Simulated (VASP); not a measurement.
# Al (Im-3m) in VASP: notebook, part 2 of 2

VASP 6.6.1.

## Step 4: Single point, PBEsol

This run uses another cell than the first one, of 14.88 Å³/atom, 1.079 times its volume.

The input, INCAR:

```
SYSTEM = Al
PREC = Accurate
ENCUT = 520
EDIFF = 1E-6
ISMEAR = -1
SIGMA = 0.05
LREAL = .False.
LASPH = .True.
NELM = 80
ALGO = Fast
ISIF = 2
LWAVE = .False.
LCHARG = .True.
GGA = PS
LELF = .True.
LVHAR = .True.
NBANDS = 8
```

The input, KPOINTS:

```
Automatic mesh
0
Gamma
  12 12 12
  0 0 0
```

The input, POSCAR:

```
Al
1.0
   -1.5493164793      1.5493164793      1.5493164793
    1.5493164793     -1.5493164793      1.5493164793
    1.5493164793      1.5493164793     -1.5493164793
Al
1
Direct
    0.0000000000      0.0000000000      0.0000000000
```

Potentials or basis: VASP PAW PBE potentials, release 64 (Al).

Command:

```console
> cat potpaw_PBE.64/Al/POTCAR > POTCAR
> mpirun -np 1 vasp_std > vasp.out
```

OUTCAR:

```text
SYSTEM = Al
   PREC = Accurate
   ENCUT = 520
   EDIFF = 1E-6
   ISMEAR = -1
   LREAL = .False.
   LASPH = .True.
   NELM = 80
   ISIF = 2
   GGA = PS

 ion  position               nearest neighbor table
   1  0.000  0.000  0.000-

  LATTYP: Found a body centered cubic cell.
 ALAT       =     3.0986329586

  Lattice vectors:

 A1 = (  -1.5493164793,   1.5493164793,   1.5493164793)
 A2 = (   1.5493164793,  -1.5493164793,   1.5493164793)
 A3 = (   1.5493164793,   1.5493164793,  -1.5493164793)

Analysis of symmetry for initial positions (statically):
=====================================================================
 Subroutine PRICEL returns:
 Original cell was already a primitive cell.

 Routine SETGRP: Setting up the symmetry group for a
 body centered cubic supercell.

 Subroutine GETGRP returns: Found 48 space group operations
[... 9 lines left out ...]

 Routine SETGRP: Setting up the symmetry group for a
 body centered cubic supercell.

 Subroutine GETGRP returns: Found 48 space group operations
[... 11 lines left out ...]
                                     Primitive cell

  volume of cell :      14.8758

  direct lattice vectors                    reciprocal lattice vectors
    -1.549316479  1.549316479  1.549316479     0.000000000  0.322722960  0.322722960
     1.549316479 -1.549316479  1.549316479     0.322722960  0.000000000  0.322722960
     1.549316479  1.549316479 -1.549316479     0.322722960  0.322722960  0.000000000

  length of vectors
     2.683494859  2.683494859  2.683494859     0.456399187  0.456399187  0.456399187

  position of ions in fractional coordinates (direct lattice)
     0.000000000  0.000000000  0.000000000

  ion indices of the primitive-cell ions
   primitive index   ion index
                 1           1

----------------------------------------------------------------------------------------

 KPOINTS: Automatic mesh

Automatic generation of k-mesh.
 Grid dimensions read from file:
 generate k-points for:   12   12   12

 Generating k-lattice:

  Cartesian coordinates                     Fractional coordinates (reciprocal lattice)
     0.000000000  0.026893580  0.026893580     0.083333333  0.000000000  0.000000000
     0.026893580  0.000000000  0.026893580     0.000000000  0.083333333  0.000000000
     0.026893580  0.026893580  0.000000000     0.000000000  0.000000000  0.083333333

  Length of vectors
     0.038033266  0.038033266  0.038033266

  Shift w.r.t. Gamma in fractional coordinates (k-lattice)
     0.000000000  0.000000000  0.000000000

 Subroutine IBZKPT returns following result:
 ===========================================

 Found     72 irreducible k-points:

 Following reciprocal coordinates:
            Coordinates               Weight
  0.000000  0.000000  0.000000      1.000000
  0.083333  0.000000  0.000000     12.000000
  0.166667  0.000000  0.000000     12.000000
  0.250000  0.000000  0.000000     12.000000
  0.333333  0.000000  0.000000     12.000000
  0.416667  0.000000  0.000000     12.000000
[... 16 lines left out ...]
  0.333333  0.083333  0.083333     24.000000
  0.416667  0.083333  0.083333     12.000000
 [... further k-points ...]
   k-points           NKPTS =     72   k-points in BZ     NKDIM =     72   number of bands    NBANDS=      8
   number of dos      NEDOS =    301   number of ions     NIONS =      1
   total plane-waves  NPLWV =   8000
   dimension x,y,z NGX =    20 NGY =   20 NGZ =   20
   dimension x,y,z NGXF=    40 NGYF=   40 NGZF=   40
   ions per type =               1
   NGX,Y,Z   is equivalent  to a cutoff of  12.39, 12.39, 12.39 a.u.
   NGXF,Y,Z  is equivalent  to a cutoff of  24.78, 24.78, 24.78 a.u.
 SYSTEM =  Al
   PREC   = accura    normal or accurate (medium, high low for compatibility)
   ISTART =      0    job   : 0-new  1-cont  2-samecut
   ICHARG =      2    charge: 1-file 2-atom 10-const
   ISPIN  =      1    spin polarized calculation?
   LNONCOLLINEAR =      F non collinear calculations
   LSORBIT =      F    spin-orbit coupling
   LASPH  =      T    aspherical Exc in radial PAW
   ENCUT  =  520.0 eV  38.22 Ry    6.18 a.u.   4.99  4.99  4.99*2*pi/ulx,y,z
   NELM   =     80;   NELMIN=  2; NELMDL= -5     # of ELM steps
   EDIFF  = 0.1E-05   stopping-criterion for ELM
   LREAL  =      F    real-space projection
   EDIFFG = 0.1E-04   stopping-criterion for IOM
   NSW    =      0    number of steps for IOM
   IBRION =     -1    ionic relax: 0-MD 1-quasi-New 2-CG
   NFREE  =      0    steps in history (QN), initial steepest desc. (CG)
   ISIF   =      2    stress and relaxation
   ISYM   =      2    0-nonsym 1-usesym 2-fastsym
   POTIM  = 0.5000    time-step for ionic-motion
   TEBEG  =    0.0;   TEEND  =   0.0 temperature during run
   PSTRESS=    0.0 pullay stress
   NELECT =       3.0000    total number of electrons
   NUPDOWN=      -1.0000    fix difference up-down
   EMIN   =  10.00;   EMAX   =-10.00  energy-range for DOS
   EFERMI =   0.00;   METHOD = LEGACY
   ISMEAR =    -1;   SIGMA  =   0.05  broadening in eV -4-tet -1-fermi 0-gaus
   EFERMI_NEDOS =   21; number of points for ismear=-14 and -15
   IALGO  =     68    algorithm
   IMIX   =      4    mixing-type and parameters
     AMIX     =   0.40;   BMIX     =  1.00
     AMIX_MAG =   1.60;   BMIX_MAG =  1.00
  volume/ion in A,a.u.               =      14.88       100.39
  Fermi-wavevector in a.u.,A,eV,Ry     =   0.960038  1.814209 12.540123  0.921673
  Thomas-Fermi vector in A             =   2.089287
   LORBIT       =      0    0 simple, 1 ext, 2 COOP (PROOUT), +10 PAW based schemes
   GGA     = PS    functional components
   LHFCALC =     F    Hartree Fock is set to
   AEXX    =    0.0000 exact exchange contribution
   IVDW    =     0    specifies the selected vdW correction
   LEPSILON=     F    determine dielectric tensor
   LRPA    =     F    only Hartree local field effects (RPA)
 non-spin polarized calculation
 RMM-DIIS sequential band-by-band and
  energy-cutoff  :      520.00
  volume of cell :       14.88
 maximum number of plane-waves:       420
   NGX =  9   NGY =  9   NGZ =  9

 number of electron       3.0000000 magnetization

 Free energy of the ion-electron system (eV)
  ---------------------------------------------------
  ext. energy  EPLUGINS =         0.00000000
  ---------------------------------------------------
  free energy    TOTEN  =        -3.94113924 eV

  energy without entropy =       -3.93703030  energy(sigma->0) =       -3.93908477

 E-fermi :   9.0774     XC(G=0): -10.6452

 val. band max:        8.9733528082   @ k =   0.2500   0.2500   0.1667
 cond. band min:       9.0917517241   @ k =  -0.3333   0.5000   0.1667
 fundamental gap:      0.1183989159
 Fermi energy:         9.0774225976

 k-point     1 :       0.0000    0.0000    0.0000
  band No.  band energies     occupation
      1      -2.7882      2.00000
      2      22.9623      0.00000
      3      22.9623      0.00000
      4      22.9623      0.00000
      5      25.3487      0.00000
      6      25.3487      0.00000
      7      25.3487      0.00000
      8      26.1890      0.00000

 k-point     2 :       0.0833    0.0000    0.0000
  band No.  band energies     occupation
      1      -2.5743      2.00000
      2      20.8373      0.00000
      3      21.9692      0.00000
      4      22.1449      0.00000
      5      24.2005      0.00000
      6      24.9338      0.00000
      7      25.8967      0.00000
      8      26.5687      0.00000

 k-point     3 :       0.1667    0.0000    0.0000
  band No.  band energies     occupation
      1      -1.9348      2.00000
      2      17.2186      0.00000
      3      20.6104      0.00000
      4      20.6918      0.00000
      5      22.6838      0.00000
      6      23.8568      0.00000
      7      26.7733      0.00000
      8      27.1054      0.00000
[... 210 lines left out ...]
 k-point    23 :       0.3333    0.0833    0.0833
  band No.  band energies     occupation
      1       2.8559      2.00000
      2       7.7692      2.00000
      3      14.3796      0.00000
      4      15.4990      0.00000
      5      24.0884      0.00000
      6      24.7792      0.00000
      7      30.4619      0.00000
      8      31.5409      0.00000

 k-point    24 :       0.4167    0.0833    0.0833
  band No.  band energies     occupation
      1       4.7553      2.00000
      2       5.5050      2.00000
      3      14.1813      0.00000
      4      15.3165      0.00000
      5      23.9116      0.00000
      6      24.6350      0.00000
      7      31.1932      0.00000
      8      32.8465      0.00000

 [... further k-points ...]
[... 5 lines left out ...]
  --------------------------------------------------------------------------------------
  -------------------------------------------------------------------------------------
  Total        0.9326996      0.9326996      0.9326996      0.0000000      0.0000000      0.0000000
  in kB      100.4550891    100.4550891    100.4550891      0.0000000      0.0000000      0.0000000
  external PRESSURE =     100.4550891 kB  Pullay stress =       0.0000000 kB

 VOLUME and BASIS-vectors are now :
 -----------------------------------------------------------------------------
  energy-cutoff  :      520.00
  volume of cell :       14.88
      direct lattice vectors                 reciprocal lattice vectors
    -1.549316479  1.549316479  1.549316479     0.000000000  0.322722960  0.322722960
     1.549316479 -1.549316479  1.549316479     0.322722960  0.000000000  0.322722960
     1.549316479  1.549316479 -1.549316479     0.322722960  0.322722960  0.000000000

 POSITION                                       TOTAL-FORCE (eV/Angst)
 -----------------------------------------------------------------------------------
      0.00000      0.00000      0.00000        -0.000000      0.000000      0.000000
 -----------------------------------------------------------------------------------
    total drift:                                0.000000      0.000000      0.000000

  FREE ENERGIE OF THE ION-ELECTRON SYSTEM (eV)
  ---------------------------------------------------
  free  energy   TOTEN  =        -3.9411392444 eV

  energy  without entropy=       -3.9370303000  energy(sigma->0) =       -3.93908477
```

OSZICAR:

```text
N       E                     dE             d eps       ncg     rms          rms(c)
DAV:   1    -0.257643341718E+01   -0.25764E+01   -0.94053E+02  1152   0.213E+02
DAV:   2    -0.396800424691E+01   -0.13916E+01   -0.13718E+01  1616   0.192E+01
DAV:   3    -0.397418996951E+01   -0.61857E-02   -0.61834E-02  1456   0.136E+00
DAV:   4    -0.397420757218E+01   -0.17603E-04   -0.17602E-04  1696   0.642E-02
DAV:   5    -0.397420764082E+01   -0.68635E-07   -0.69687E-07  1472   0.279E-03    0.155E+00
RMM:   6    -0.395424136079E+01    0.19966E-01   -0.14544E-03  1152   0.184E-01    0.887E-01
RMM:   7    -0.394111508658E+01    0.13126E-01   -0.43376E-03  1382   0.311E-01    0.148E-01
RMM:   8    -0.394113637056E+01   -0.21284E-04   -0.31605E-04  1257   0.106E-01    0.350E-02
RMM:   9    -0.394114103699E+01   -0.46664E-05   -0.40334E-05  1273   0.405E-02    0.172E-02
RMM:  10    -0.394113782585E+01    0.32111E-05   -0.46613E-06  1291   0.127E-02    0.801E-02
RMM:  11    -0.394113952158E+01   -0.16957E-05   -0.14929E-06  1077   0.808E-03    0.146E-02
RMM:  12    -0.394113924436E+01    0.27722E-06   -0.25311E-07   767   0.299E-03
   1 F= -.39411392E+01 E0= -.39390848E+01  d E =-.410894E-02
```

Run time: 17 s. Hardware: 1 thread of Intel Xeon 8259CL, shared host; peak memory 0.12 GiB.

What came out:

| Quantity | Value |
| --- | --- |
| Free energy | -3.9411 eV |
| Pressure | 10.0 GPa |

Levels at points of the mesh, in eV from the Fermi level:
```
           k point  band 1  band 2  band 3  band 4  band 5  band 6
(0.00, 0.00, 0.00)  -11.87   13.88   13.88   13.88   16.27   16.27
(0.50, 0.00, 0.00)   -4.71   -3.98    8.50    8.98   10.71   12.33
(0.50, 0.50, 0.50)    2.06    2.06    2.06    2.80    2.80    6.89
```

Caveat: the PAW data sets were made with another functional, which shifts forces and pressure a little.

## Step 5: Single point, PBEsol

This run uses another cell than the first one, of 16.59 Å³/atom, 1.203 times its volume.

The input, INCAR:

```
ALGO = Normal
EDIFF = 1E-6
ENCUT = 520
GGA = PS
ISIF = 2
ISMEAR = -1
LASPH = T
LCHARG = F
LREAL = F
LWAVE = F
NBANDS = 8
NELM = 60
PREC = Accurate
SIGMA = 0.05
```

The input, KPOINTS:

```
k-points
0
Gamma
  12 12 12
```

The input, POSCAR:

```
Al
1.0
   -1.6066449309      1.6066449309      1.6066449309
    1.6066449309     -1.6066449309      1.6066449309
    1.6066449309      1.6066449309     -1.6066449309
Al
1
Direct
    0.0000000000      0.0000000000      0.0000000000
```

Command:

```console
> cat potpaw_PBE.64/Al/POTCAR > POTCAR
> mpirun -np 1 vasp_std > vasp.out
```

Run time: 14 s. Hardware: 1 thread of Intel Xeon 8259CL, shared host; peak memory 0.13 GiB.

The run converged. Its results:

| Quantity | Value |
| --- | --- |
| Free energy | -3.9904 eV |
| Pressure | 0.1 GPa |

Levels at points of the mesh, in eV from the Fermi level:
| k point | band 1 | band 2 | band 3 | band 4 | band 5 | band 6 |
| --- | --- | --- | --- | --- | --- | --- |
| (0.00, 0.00, 0.00) | -11.06 | 13.24 | 13.24 | 13.24 | 14.63 | 14.63 |
| (0.50, 0.00, 0.00) | -4.27 | -3.82 | 8.14 | 8.27 | 9.96 | 11.39 |
| (0.50, 0.50, 0.50) | 1.89 | 1.89 | 1.89 | 3.01 | 3.01 | 5.55 |

Caveat: the PAW data sets were made with another functional, which shifts forces and pressure a little.

## Step 6: Single point, PBEsol

This run uses another cell than the first one, of 16.17 Å³/atom, 1.173 times its volume.

The input, INCAR:

```
SYSTEM = Al
PREC = Accurate
ENCUT = 520
EDIFF = 1E-7
ISMEAR = -1
SIGMA = 0.05
LREAL = .False.
LASPH = .True.
NELM = 100
ALGO = Normal
ISIF = 2
LWAVE = .False.
LCHARG = .False.
GGA = PS
NBANDS = 8
```

The input, KPOINTS:

```
regular mesh
0
Gamma
  12 12 12
  0 0 0
```

The input, POSCAR:

```
Al
1.0
   -1.5928747565      1.5928747565      1.5928747565
    1.5928747565     -1.5928747565      1.5928747565
    1.5928747565      1.5928747565     -1.5928747565
Al
1
Direct
    0.0000000000      0.0000000000      0.0000000000
```

Potentials or basis: VASP PAW PBE potentials, release 64 (Al).

Command:

```console
> cat potpaw_PBE.64/Al/POTCAR > POTCAR
> mpirun -np 1 vasp_std > vasp.out
```

Wall time 14 s (1 thread of Intel Xeon 8259CL, shared host); peak memory 0.13 GiB.

Results (log left out):

| Item | Value |
| --- | --- |
| Free energy | -3.9877 eV |
| Pressure | 2.1 GPa |

Levels at points of the mesh, in eV from the Fermi level:
```tsv
k point	band 1	band 2	band 3	band 4
(0.00, 0.00, 0.00)	-11.25	13.39	13.39	13.39
(0.50, 0.00, 0.00)	-4.38	-3.86	8.32	8.33
(0.50, 0.50, 0.50)	1.92	1.92	1.92	2.96
```

Caveat: the PAW data sets were made with another functional, which shifts forces and pressure a little.

## Step 7: Summary

| cell | gap on the mesh (eV) | pressure (GPa) |
| --- | --- | --- |
| a = 2.616 Å, angles 109.5°, 1 atom | none | 20.1 |
| a = 2.727 Å, angles 109.5°, 1 atom | none | 5.0 |
| a = 2.683 Å, angles 109.5°, 1 atom | none | 10.0 |
| a = 2.783 Å, angles 109.5°, 1 atom | none | 0.1 |
| a = 2.759 Å, angles 109.5°, 1 atom | none | 2.1 |

Alike in all rows: task single point; level PBEsol; potentials or basis VASP PAW PBE potentials, release 64 (Al); no spin polarisation; k mesh 12 × 12 × 12; cutoff (eV) 520; smearing fermi-dirac 0.05 eV.

Caveats: the PAW data sets were made with another functional, which shifts forces and pressure a little.

Absolute energies hang on the potentials; compare differences alone.
